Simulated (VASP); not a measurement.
## LiSi16 (a cell with a defect): single point with PBE

The system is LiSi16 (a cell with a defect).

```xyz
17
Lattice="0.0000 5.4300 5.4300 5.4300 0.0000 5.4300 5.4300 5.4300 0.0000" Properties=species:S:1:pos:R:3 pbc="T T T"
Si   -0.0331   -0.0281   -0.0160
Si    1.2961    1.3009    1.4168
Si    2.6337    2.6377    0.0797
Si    4.0134    4.0173    1.3152
Si    2.7288   -0.0283    2.7460
Si    4.0915    1.3637    4.0513
Si    5.4604    2.6837    2.6834
Si    6.8285    4.0173    4.1302
Si   -0.0330    2.7337    2.7458
Si    1.3588    4.0961    4.0517
Si    2.6794    5.4642    2.6832
Si    4.0134    6.8323    4.1302
Si    2.7784    2.7830    5.3647
Si    4.0914    4.0964    6.7841
Si    5.4604    5.4640    5.4639
Si    6.8597    6.8641    6.7135
Li    5.2468    5.2504    2.8970
```

```
Program                : VASP 6.6.1
Task                   : single point
Functional             : PBE
Potentials or basis    : VASP PAW PBE potentials, release 64 (Si, Li_sv)
Cutoff                 : 520 eV
k mesh                 : 2 × 2 × 2
Occupations            : gaussian, width 0.02 eV
Spin                   : no spin polarisation
Dipole correction      : no
Charge                 : 1
Further INCAR settings : LREAL = Auto; ALGO = Normal; EDIFF = 1e-06; NBANDS = 48; NELECT = 66.0
```

```yaml
Largest_force: 0.519 eV/Å
```

Forces on the atoms (eV/Å):
```
Si  -0.014 -0.015  0.009
Si   0.027  0.026 -0.027
Si   0.016  0.014 -0.013
Si  -0.018 -0.014  0.034
Si  -0.009 -0.012  0.012
Si  -0.030 -0.009  0.032
Si  -0.038  0.005  0.034
Si  -0.034 -0.016  0.016
Si  -0.014 -0.009  0.016
Si  -0.009 -0.029  0.028
Si   0.007 -0.037  0.039
Si  -0.016 -0.034  0.013
Si  -0.049 -0.049  0.048
Si  -0.029 -0.032  0.010
Si  -0.040 -0.034 -0.006
Si  -0.049 -0.053  0.053
Li   0.298  0.300 -0.300
```

Levels at points of the mesh, in eV from the Fermi level:
```tsv
k point	band 30	band 31	band 32	band 33	band 34	band 35	band 36	band 37
(0.00, 0.00, 0.00)	-1.25	-0.19	-0.15	-0.15	0.42	0.49	0.49	0.57
(0.50, 0.00, 0.00)	-0.99	-0.97	-0.90	-0.88	1.01	1.22	1.29	1.37
(0.00, 0.50, 0.00)	-0.99	-0.97	-0.90	-0.88	1.01	1.22	1.29	1.37
(0.00, 0.00, 0.50)	-0.96	-0.96	-0.88	-0.88	1.09	1.15	1.15	1.52
(0.50, 0.50, 0.50)	-0.99	-0.97	-0.90	-0.88	1.01	1.22	1.29	1.37
(0.50, 0.50, 0.00)	-1.53	-1.53	-1.46	-1.42	0.90	0.98	2.02	2.13
(0.00, 0.50, 0.50)	-1.53	-1.53	-1.46	-1.42	0.90	0.98	2.02	2.13
(0.50, 0.00, 0.50)	-1.53	-1.53	-1.46	-1.42	0.90	0.98	2.02	2.13
```

Wall time 2.4 min on 1 thread of Intel(R) Xeon(R) 6975P-C (Granite Rapids) (shared host), peak memory 0.47 GiB.

Caveat: the k points lie up to 0.50 Å⁻¹ apart; the cell carries a net charge on a neutralising background, which shifts energy and pressure; the cell is charged against a uniform background, so pressure and absolute levels hang on convention.
